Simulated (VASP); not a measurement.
# Ti4Al in VASP: a series of runs

Ti4Al is run at these levels: PBE; tasks: single point.

Program: VASP 6.6.1. These are calculated values, not measurements. Logs are shortened: lines on timing, memory, paths and dates and some standing lists are left out, and cuts for length are marked.

### Step 1. The cell of the first run

The cell holds a disordered packing, 20 atoms: a = 7.404 Å, b = 7.090 Å, c = 7.031 Å, α = 90.81°, β = 92.14°, γ = 89.83°.

### Step 2. Single point, PBE

INCAR reads:

```
SYSTEM = Ti4Al
  ALGO = Normal
  EDIFF = 1E-6
  ENCUT = 400
  GGA = PE
  GGA_COMPAT = .FALSE.
  ISIF = 2
  ISMEAR = -1
  ISYM = -1
  LASPH = .TRUE.
  LCHARG = .TRUE.
  LELF = .TRUE.
  LREAL = Auto
  LVHAR = .TRUE.
  LWAVE = .FALSE.
  NBANDS = 118
  NELM = 120
  PREC = Accurate
  SIGMA = 0.087
```

KPOINTS reads:

```
explicit points
1
Reciprocal
  0.25000000   0.25000000   0.25000000 1
```

POSCAR reads:

```
Ti4Al
1.0
    7.4031320000      0.0101080000     -0.1346870000
    0.0101080000      7.0902150000     -0.0499130000
   -0.1346870000     -0.0499130000      7.0297780000
Ti Al
16 4
Direct
    0.8546073899     -0.0143995651      0.3816312236
    0.5156787268      0.8969372816      0.5649760279
    0.4145018033      0.2038813225      0.8288060210
    0.0316168976      0.3797778282      0.4345769149
    0.6208518356      0.2671834854      0.1526040510
    0.2672032651      0.4523654643      0.1169493153
    0.3931240308      0.4747125387      0.5274709988
    0.9342585680      0.7052924120      0.0624751939
    0.7039157625      0.2506204894      0.6430656164
    0.7692937135      0.9701420297      0.8718889219
    0.8395179498      0.7032697984      0.6048308296
    0.3293223608      0.1749947427      0.3473071203
    0.3932269277      0.9074720469      0.0831377901
    0.0994702257      0.0655916679      0.6756050082
    0.6004815002      0.5399791714      0.8862838958
    0.2340748402      0.7195741175      0.7852309050
   -0.0163744520      0.3919874676      0.8473125104
    0.1559988128      0.7571003402      0.3930043255
    0.6574796605      0.6497654539      0.2817015994
    0.0594877937      0.1097912043      0.0975206103
```

Potentials or basis: VASP PAW PBE potentials, release 64 (Ti_sv, Al).

Launch:

```sh
$ cat potpaw_PBE.64/Ti_sv/POTCAR potpaw_PBE.64/Al/POTCAR > POTCAR
$ mpirun -np 1 vasp_std > vasp.out
```

OUTCAR:

```text
SYSTEM = Ti4Al
   EDIFF = 1E-6
   ENCUT = 400
   GGA = PE
   ISIF = 2
   ISMEAR = -1
   ISYM = -1
   LASPH = .TRUE.
   LREAL = Auto
   NELM = 120
   PREC = Accurate

 ion  position               nearest neighbor table
   1  0.855  0.986  0.382-  11 2.57  20 2.71  14 2.75  18 2.75  19 2.86   9 2.86
   2  0.516  0.897  0.565-  11 2.77  12 2.84  10 2.85  19 2.86   9 2.91  18 3.05
   3  0.415  0.204  0.829-   9 2.58  14 2.71   5 2.73  15 2.77  13 2.79   7 2.88   6 2.91
   4  0.032  0.380  0.435-  12 2.72   7 2.81  14 2.85  18 2.85  17 2.94  20 3.04
   5  0.621  0.267  0.153-  12 2.69  15 2.71   3 2.73  19 2.86
   6  0.267  0.452  0.117-  12 2.59  17 2.81  20 2.88   3 2.91  18 3.02
   7  0.393  0.475  0.527-  12 2.50  16 2.78  18 2.81   4 2.81   3 2.88   9 2.89  19 2.95
   8  0.934  0.705  0.062-  10 2.60  19 2.64  17 2.70  18 2.82  20 3.02
   9  0.704  0.251  0.643-   3 2.58  10 2.61  17 2.67  15 2.78   1 2.86   7 2.89   2 2.91
  10  0.769  0.970  0.872-   8 2.60   9 2.61  11 2.71  20 2.80   2 2.85
  11  0.840  0.703  0.605-   1 2.57  19 2.62  10 2.71   2 2.77  18 2.85  17 2.98
  12  0.329  0.175  0.347-   7 2.50   6 2.59  20 2.65   5 2.69  13 2.69   4 2.72   2 2.84
  13  0.393  0.907  0.083-  12 2.69  16 2.70   3 2.79  20 2.86  19 2.99  18 3.05
  14  0.099  0.066  0.676-   3 2.71  17 2.75   1 2.75  16 2.75   4 2.85  18 2.97  20 3.00
  15  0.600  0.540  0.886-   5 2.71   3 2.77   9 2.78  19 2.89  17 3.04
  16  0.234  0.720  0.785-  13 2.70  14 2.75   7 2.78  18 2.81  17 3.02
  17  0.984  0.392  0.847-   9 2.67   8 2.70  20 2.73  14 2.75   6 2.81   4 2.94  11 2.98  16 3.02
                            15 3.04
  18  0.156  0.757  0.393-   1 2.75   7 2.81  16 2.81   8 2.82  11 2.85   4 2.85  14 2.97   6 3.02
                             2 3.05  13 3.05  20 3.33
  19  0.657  0.650  0.282-  11 2.62   8 2.64   5 2.86   2 2.86   1 2.86  15 2.89   7 2.95  13 2.99

  20  0.059  0.110  0.098-  12 2.65   1 2.71  17 2.73  10 2.80  13 2.86   6 2.88  14 3.00   8 3.02
                             4 3.04  18 3.33

IMPORTANT INFORMATION: All symmetrisations will be switched off!
NOSYMM: (Re-)initialisation of all symmetry stuff for point group C_1.

----------------------------------------------------------------------------------------

                                     Primitive cell

  volume of cell :     368.8440

  direct lattice vectors                    reciprocal lattice vectors
     7.403132000  0.010108000 -0.134687000     0.135125281 -0.000174422  0.002587694
     0.010108000  7.090215000 -0.049913000    -0.000174422  0.141046722  0.000998122
    -0.134687000 -0.049913000  7.029778000     0.002587694  0.000998122  0.142308669

  length of vectors
     7.404363995  7.090397889  7.031245311     0.135150169  0.141050361  0.142335693

  position of ions in fractional coordinates (direct lattice)
     0.854607390  0.985600435  0.381631224
     0.515678727  0.896937282  0.564976028
     0.414501803  0.203881323  0.828806021
     0.031616898  0.379777828  0.434576915
     0.620851836  0.267183485  0.152604051
     0.267203265  0.452365464  0.116949315
[... 12 lines left out ...]
     0.657479661  0.649765454  0.281701599
     0.059487794  0.109791204  0.097520610

  ion indices of the primitive-cell ions
   primitive index   ion index
                 1           1
                 2           2
                 3           3
                 4           4
                 5           5
                 6           6
[... 12 lines left out ...]
                19          19
                20          20

----------------------------------------------------------------------------------------

 KPOINTS: explicit points

Read explicit list of k-points.

 Found      1 k-points:

 Following reciprocal coordinates:
            Coordinates               Weight
  0.250000  0.250000  0.250000      1.000000
   k-points           NKPTS =      1   k-points in BZ     NKDIM =      1   number of bands    NBANDS=    118
   number of dos      NEDOS =    301   number of ions     NIONS =     20
   total plane-waves  NPLWV = 110592
   dimension x,y,z NGX =    48 NGY =   48 NGZ =   48
   dimension x,y,z NGXF=    96 NGYF=   96 NGZF=   96
   ions per type =              16   4
   NGX,Y,Z   is equivalent  to a cutoff of  10.78, 11.25, 11.35 a.u.
   NGXF,Y,Z  is equivalent  to a cutoff of  21.55, 22.51, 22.70 a.u.
 SYSTEM =  Ti4Al
   PREC   = accura    normal or accurate (medium, high low for compatibility)
   ISTART =      0    job   : 0-new  1-cont  2-samecut
   ICHARG =      2    charge: 1-file 2-atom 10-const
   ISPIN  =      1    spin polarized calculation?
   LNONCOLLINEAR =      F non collinear calculations
   LSORBIT =      F    spin-orbit coupling
   LASPH  =      T    aspherical Exc in radial PAW
   ENCUT  =  400.0 eV  29.40 Ry    5.42 a.u.  12.07 11.56 11.47*2*pi/ulx,y,z
   NELM   =    120;   NELMIN=  2; NELMDL= -5     # of ELM steps
   EDIFF  = 0.1E-05   stopping-criterion for ELM
   LREAL  =      T    real-space projection
   EDIFFG = 0.1E-04   stopping-criterion for IOM
   NSW    =      0    number of steps for IOM
   IBRION =     -1    ionic relax: 0-MD 1-quasi-New 2-CG
   NFREE  =      0    steps in history (QN), initial steepest desc. (CG)
   ISIF   =      2    stress and relaxation
   ISYM   =     -1    0-nonsym 1-usesym 2-fastsym
   POTIM  = 0.5000    time-step for ionic-motion
   TEBEG  =    0.0;   TEEND  =   0.0 temperature during run
   PSTRESS=    0.0 pullay stress
   NELECT =     204.0000    total number of electrons
   NUPDOWN=      -1.0000    fix difference up-down
   EMIN   =  10.00;   EMAX   =-10.00  energy-range for DOS
   EFERMI =   0.00;   METHOD = LEGACY
   ISMEAR =    -1;   SIGMA  =   0.09  broadening in eV -4-tet -1-fermi 0-gaus
   EFERMI_NEDOS =   21; number of points for ismear=-14 and -15
   IALGO  =     38    algorithm
   IMIX   =      4    mixing-type and parameters
     AMIX     =   0.40;   BMIX     =  1.00
     AMIX_MAG =   1.60;   BMIX_MAG =  1.00
  volume/ion in A,a.u.               =      18.44       124.45
  Fermi-wavevector in a.u.,A,eV,Ry     =   1.343808  2.539429 24.569683  1.805821
  Thomas-Fermi vector in A             =   2.471853
   LORBIT       =      0    0 simple, 1 ext, 2 COOP (PROOUT), +10 PAW based schemes
   GGA     = PE    functional components
   LHFCALC =     F    Hartree Fock is set to
   AEXX    =    0.0000 exact exchange contribution
   IVDW    =     0    specifies the selected vdW correction
   LEPSILON=     F    determine dielectric tensor
   LRPA    =     F    only Hartree local field effects (RPA)
 non-spin polarized calculation
  energy-cutoff  :      400.00
  volume of cell :      368.84
 maximum number of plane-waves:      6701
 NGX is ok and might be reduce to    48
   NGX = 25   NGY = 23   NGZ = 23

 number of electron     203.9999996 magnetization

 Free energy of the ion-electron system (eV)
  ---------------------------------------------------
  ext. energy  EPLUGINS =         0.00000000
  ---------------------------------------------------
  free energy    TOTEN  =      -140.05239042 eV

  energy without entropy =     -139.41079871  energy(sigma->0) =     -139.73159457

 E-fermi :   7.2383     XC(G=0): -10.8839

 val. band max:        7.1724444877   @ k =   0.2500   0.2500   0.2500
 cond. band min:       7.2800533843   @ k =   0.2500   0.2500   0.2500
 fundamental gap:      0.1076088966
 Fermi energy:         7.2382934870

 k-point     1 :       0.2500    0.2500    0.2500
  band No.  band energies     occupation
      1     -49.6913      2.00000
      2     -49.6579      2.00000
      3     -49.5763      2.00000
      4     -49.5110      2.00000
      5     -49.4984      2.00000
      6     -49.4842      2.00000
[... 106 lines left out ...]
    113       8.0761      0.00013
    114       8.1131      0.00009
 [bands above 114 left out]

------------------------ aborting loop because EDIFF is reached ----------------------------------------

  FORCE on cell =-STRESS in cart. coord.  units (eV):
  Direction    XX          YY          ZZ          XY          YZ          ZX
  --------------------------------------------------------------------------------------
  -------------------------------------------------------------------------------------
  Total      -10.6968097    -11.7608875     -9.5465792     -1.8404785      0.9426342      2.5843901
  in kB      -46.4645947    -51.0867156    -41.4682460     -7.9946349      4.0945961     11.2260235
  external PRESSURE =     -46.3398521 kB  Pullay stress =       0.0000000 kB

 VOLUME and BASIS-vectors are now :
 -----------------------------------------------------------------------------
  energy-cutoff  :      400.00
  volume of cell :      368.84
      direct lattice vectors                 reciprocal lattice vectors
     7.403132000  0.010108000 -0.134687000     0.135125281 -0.000174422  0.002587694
     0.010108000  7.090215000 -0.049913000    -0.000174422  0.141046722  0.000998122
    -0.134687000 -0.049913000  7.029778000     0.002587694  0.000998122  0.142308669

 POSITION                                       TOTAL-FORCE (eV/Angst)
 -----------------------------------------------------------------------------------
      6.28533      6.97771      2.51848        -0.897909      0.670415     -0.364231
      3.75061      6.33649      3.85743        -0.704459      0.088054      0.204251
      2.95904      1.40838      5.76032        -0.735106      0.002384      0.387888
      0.17937      2.67134      3.03176        -0.929281      0.115086     -0.683197
      4.57840      1.89305      0.97582         1.449039     -0.244846      0.375406
      1.96696      3.20423      0.76356         0.558512      0.828181     -0.431390
[... 12 lines left out ...]
      4.83603      4.59956      1.85931        -1.111444     -0.463114     -0.344071
      0.42837      0.77418      0.67206        -0.088490     -0.128892     -0.501153
 -----------------------------------------------------------------------------------
    total drift:                                0.000963     -0.004061      0.002286

  FREE ENERGIE OF THE ION-ELECTRON SYSTEM (eV)
  ---------------------------------------------------
  free  energy   TOTEN  =      -140.0523904244 eV

  energy  without entropy=     -139.4107987146  energy(sigma->0) =     -139.73159457
```

Wall time 1.8 min (1 thread of AMD EPYC 9R45 (Zen 5), shared host); peak memory 0.29 GiB.

What came out:

```yaml
Free_energy: -140.0524 eV
Pressure: -4.6 GPa
Largest_force: 1.902 eV/Å
```

Forces in eV/Å, atoms in the order of the input:
```
Ti  -0.898  0.670 -0.364
Ti  -0.704  0.088  0.204
Ti  -0.735  0.002  0.388
Ti  -0.929  0.115 -0.683
Ti   1.449 -0.245  0.375
Ti   0.559  0.828 -0.431
Ti   0.562  0.655  0.333
Ti   1.104  0.197 -0.141
Ti   0.524 -0.192 -1.719
Ti  -1.199  0.128  0.053
Ti   0.482 -0.810  1.259
Ti  -0.298 -1.363  1.292
Ti   0.614 -0.723  0.182
Ti  -0.013 -0.281  0.240
Ti  -0.207  1.351 -0.266
Ti   0.060 -0.810  0.272
Al   0.175  0.440 -0.032
Al   0.655  0.540 -0.118
Al  -1.111 -0.463 -0.344
Al  -0.088 -0.129 -0.501
```

Stress tensor (GPa, compression positive):
```
-4.65 -0.80  1.12
-0.80 -5.11  0.41
 1.12  0.41 -4.15
```

Levels at points of the mesh, in eV from the Fermi level:
```
           k point  band 99  band 100  band 101  band 102  band 103  band 104  band 105  band 106
(0.25, 0.25, 0.25)    -0.26     -0.20     -0.10     -0.07      0.04      0.11      0.20      0.27
```

Caveat: the atoms stand as in a frame of molecular dynamics.

### Step 3. Single point, PBE

INCAR reads:

```
ALGO     = Normal         # electronic algorithm
EDIFF    = 1E-6           # SCF threshold, eV
ENCUT    = 400            # plane-wave cutoff, eV
GGA      = PE             # functional
GGA_COMPAT= F            
ISIF     = 2              # what is computed and relaxed
ISMEAR   = -1             # smearing method
ISYM     = -1           
LASPH    = T              # aspherical terms in the spheres
LCHARG   = F              # write CHGCAR
LREAL    = Auto         
LWAVE    = F              # write WAVECAR
NBANDS   = 118            # bands
NELM     = 120            # most SCF steps
PREC     = Accurate       # precision mode
SIGMA    = 0.05           # smearing width, eV
```

KPOINTS is that of step 2.

POSCAR reads:

```
Ti4Al
1.0
    7.4031320000      0.0101080000     -0.1346870000
    0.0101080000      7.0902150000     -0.0499130000
   -0.1346870000     -0.0499130000      7.0297780000
Ti Al
16 4
Direct
    0.8453515727      0.9785268214      0.3667854200
    0.4939781890      0.8817924184      0.5583307674
    0.4197666806      0.1960953291      0.8418056475
    0.0085101320      0.3709211575      0.3942615246
    0.6421670277      0.2365991472      0.1622191944
    0.2931968103      0.4744637345      0.1169939801
    0.3848877578      0.4710588989      0.5430913096
    0.9667676542      0.7320843732      0.0678719246
    0.7145194955      0.2372621573      0.5710750686
    0.7210093258      0.9735573828      0.8732017928
    0.8505145887      0.7052565889      0.6425750188
    0.2920800796      0.1460370701      0.3830178617
    0.4109521236      0.8792641443      0.1184406705
    0.0949325188      0.0546201669      0.6972392916
    0.5856368631      0.5923488012      0.8842981354
    0.2530223291      0.7178953035      0.8019273335
    0.9910499291      0.4062437924      0.8440959854
    0.1613559513      0.7794776645      0.4022241695
    0.6334716780      0.6096629464      0.2858473634
    0.0477830708      0.1270614632      0.0705243860
```

Potentials or basis: VASP PAW PBE potentials, release 64 (Ti_sv, Al).

Launch:

```sh
$ cat potpaw_PBE.64/Ti_sv/POTCAR potpaw_PBE.64/Al/POTCAR > POTCAR
$ mpirun -np 1 vasp_std > vasp.out
```

It took 1.7 min on 1 thread of AMD EPYC 9R45 (Zen 5), shared host; peak memory 0.29 GiB.

It converged, with:

```
Free energy   : -140.8521 eV
Pressure      : -5.9 GPa
Largest force : 1.376 eV/Å
```

Forces in eV/Å, atoms in the order of the input:
```
Ti   0.095 -0.195 -0.155
Ti   0.862  0.046  0.146
Ti  -0.467  0.154 -0.031
Ti  -0.376  0.922  0.319
Ti  -0.012  0.615  0.102
Ti  -0.130 -0.262  0.303
Ti  -0.255  0.235  0.120
Ti  -0.417 -0.244 -0.583
Ti  -0.704  0.425  1.103
Ti   0.531 -0.156 -0.161
Ti  -0.020 -0.027 -0.491
Ti   0.574 -0.064 -0.890
Ti  -0.183  0.493  0.040
Ti  -0.561 -0.193 -0.619
Ti   0.702 -0.754 -0.160
Ti  -0.749 -0.184  0.017
Al  -0.136  0.215 -0.451
Al  -0.070 -0.742  0.363
Al   1.010  0.002  0.462
Al   0.308 -0.286  0.566
```

Stress tensor (GPa, compression positive):
```
-6.73 -2.74  0.92
-2.74 -5.60  1.12
 0.92  1.12 -5.39
```

Levels at points of the mesh, in eV from the Fermi level:
| k point | band 99 | band 100 | band 101 | band 102 | band 103 | band 104 | band 105 | band 106 |
| --- | --- | --- | --- | --- | --- | --- | --- | --- |
| (0.25, 0.25, 0.25) | -0.30 | -0.22 | -0.13 | -0.04 | 0.07 | 0.08 | 0.19 | 0.24 |

Caveat: the atoms stand as in a frame of molecular dynamics.

### Step 4. Single point, PBE

INCAR reads:

```
SYSTEM = Ti4Al
ALGO = Normal ; EDIFF = 1E-6
ENCUT = 400 ; GGA = PE
GGA_COMPAT = .FALSE. ; ISIF = 2
ISMEAR = -1 ; ISYM = -1
LASPH = .TRUE. ; LCHARG = .TRUE.
LELF = .TRUE. ; LREAL = Auto
LVHAR = .TRUE. ; LWAVE = .FALSE.
NBANDS = 118 ; NELM = 120
PREC = Accurate ; SIGMA = 0.05
```

KPOINTS is that of step 3.

POSCAR reads:

```
Ti4Al
1.0
    7.4031320000      0.0101080000     -0.1346870000
    0.0101080000      7.0902150000     -0.0499130000
   -0.1346870000     -0.0499130000      7.0297780000
Ti Al
16 4
Direct
    0.8406614456      1.0081514634      0.3514522126
    0.5148922753      0.9148790699      0.5605520765
    0.3979307944      0.1915149690      0.8535569959
   -0.0184479308      0.3953070024      0.3719905895
    0.6285859217      0.2410426707      0.1789334620
    0.3071259497      0.4686217375      0.1195941308
    0.3613708525      0.4578673467      0.5525347300
    0.9687728001      0.7159868846      0.0743955436
    0.6841632884      0.2647883212      0.5818053259
    0.7375727577      0.9698211605      0.8778459498
    0.8697469973      0.7034118814      0.6177724262
    0.2816042811      0.1326564001      0.3630087201
    0.4043416855      0.8685980878      0.1201946783
    0.0805434224      0.0399650574      0.6606692171
    0.6032132296      0.5613100639      0.8778938182
    0.2430382402      0.7081415564      0.8120833348
    0.9737132977      0.4085453018      0.8504061216
    0.1842396950      0.7663606402      0.4154829712
    0.6630653488      0.6124657415      0.2936519880
    0.0504714096      0.1007875237      0.0531400068
```

Launch:

```sh
$ cat potpaw_PBE.64/Ti_sv/POTCAR potpaw_PBE.64/Al/POTCAR > POTCAR
$ mpirun -np 1 vasp_std > vasp.out
```

Wall time 1.7 min (1 thread of AMD EPYC 9R45 (Zen 5), shared host); peak memory 0.29 GiB.

It converged, with:

```yaml
Free_energy: -141.0850 eV
Pressure: -6.2 GPa
Largest_force: 1.158 eV/Å
```

Forces in eV/Å, atoms in the order of the input:
```
Ti   0.303 -1.114  0.096
Ti  -0.197 -0.777  0.189
Ti  -0.021  0.051 -0.152
Ti   0.438 -0.441  0.221
Ti  -0.211  0.367 -0.572
Ti  -0.342  0.100  0.454
Ti   0.150  0.008 -0.231
Ti  -0.014  0.302  0.064
Ti   0.364  0.486  0.291
Ti  -0.518  0.091 -0.068
Ti  -0.290 -0.173  0.291
Ti   0.036  0.661 -0.379
Ti   0.419  0.369 -0.070
Ti  -0.131  0.488  0.472
Ti  -0.105 -0.119  0.120
Ti  -0.070  0.114 -0.323
Al   0.455 -0.731 -0.439
Al  -0.434 -0.230 -0.398
Al  -0.492  0.302  0.258
Al   0.661  0.245  0.176
```

Stress tensor (GPa, compression positive):
```
-7.71 -2.17  0.84
-2.17 -4.93  1.88
 0.84  1.88 -6.08
```

Levels at points of the mesh, in eV from the Fermi level:
```
           k point  band 99  band 100  band 101  band 102  band 103  band 104  band 105  band 106
(0.25, 0.25, 0.25)    -0.25     -0.20     -0.09     -0.04      0.03      0.11      0.24      0.26
```

Caveat: the atoms stand as in a frame of molecular dynamics.

(Continued in part 2 of 2.)
